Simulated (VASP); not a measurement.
Wanted: the native input for a VASP 6.6.1 run.

* Task: single point
* Functional: PBE
* Potentials or basis: VASP PAW PBE potentials, release 64 (Cl, H, F)
* Cutoff: 520 eV
* k mesh: 1 × 1 × 1
* Occupations: fermi-dirac, width 0.05 eV
* Spin: no spin polarisation
* Dipole correction: no
* Further INCAR settings: LREAL = Auto; ALGO = Normal; EDIFF = 1e-06; NBANDS = 66

The structure of H2ClF lies in POSCAR:

```
H2ClF
1.0
    8.2474740000      0.0000000000      0.0000000000
    0.0000000000      8.2474740000      0.0000000000
    0.0000000000      0.0000000000      8.2474740000
Cl H F
6 12 6
Direct
    0.0710884327      0.3796798874      0.6139940544
    0.7002265178      0.1008672474      0.7450159891
    0.3208618784      0.0871782075      0.2499189449
    0.7368922897      0.8130974405      0.0492999432
    0.2734170487      0.8738433125      0.6443427406
    0.4945271728      0.3985583950      0.9536131911
    0.1548352865      0.4445967335      0.7330123138
    0.6054459826      0.2192186359      0.7549948020
    0.3580853968     -0.0097241895      0.3878399617
    0.6097260810      0.7391717755      0.0185632595
    0.2365936528      0.7305752040      0.6012628836
    0.4053241029      0.2869484645      0.8959349250
    0.0159927755      0.3190310148     -0.0092755673
    0.9753046812      0.8693328406      0.2506221905
    0.4213168784      0.5423357503      0.3762121590
    0.9935526926      0.9362260493      0.8520790729
    0.7254463609      0.6726786893      0.2998736340
    0.8892540916      0.7993477761      0.5832573707
   -0.0793212564      0.2857117222     -0.0332344182
    0.9599787765      0.9487753462      0.3382732701
    0.3196857608      0.5628511227      0.3286945797
    1.0414946443      0.9511882062      0.9670961072
    0.6408022626      0.5945214256      0.3211528766
    0.8537038128      0.7007357647      0.6221541286
```

One way to write it, as run:

INCAR

```
  PREC = Accurate
  ENCUT = 520
  EDIFF = 1E-6
  ISMEAR = -1
  SIGMA = 0.05
  LREAL = Auto
  LASPH = T
  NELM = 60
  ALGO = Normal
  ISIF = 2
  LWAVE = F
  LCHARG = T
  GGA = PE
  LELF = T
  LVHAR = T
  NBANDS = 66
```

KPOINTS

```
regular mesh
0
Gamma
  1 1 1
```

Potentials or basis: VASP PAW PBE potentials, release 64 (Cl, H, F).

Run with:

```bash
$ cat potpaw_PBE.64/Cl/POTCAR potpaw_PBE.64/H/POTCAR potpaw_PBE.64/F/POTCAR > POTCAR
$ mpirun -np 1 vasp_gam > vasp.out
```

Results of the run:

```
Pressure               : 0.4 GPa
Largest force          : 6.450 eV/Å
Band gap on the k mesh : 4.60 eV
```

Caveat: the k points lie up to 0.76 Å⁻¹ apart.

Run time: 39 s on 1 thread of Intel(R) Xeon(R) 6975P-C (Granite Rapids), on a shared host, peak memory 0.54 GiB.
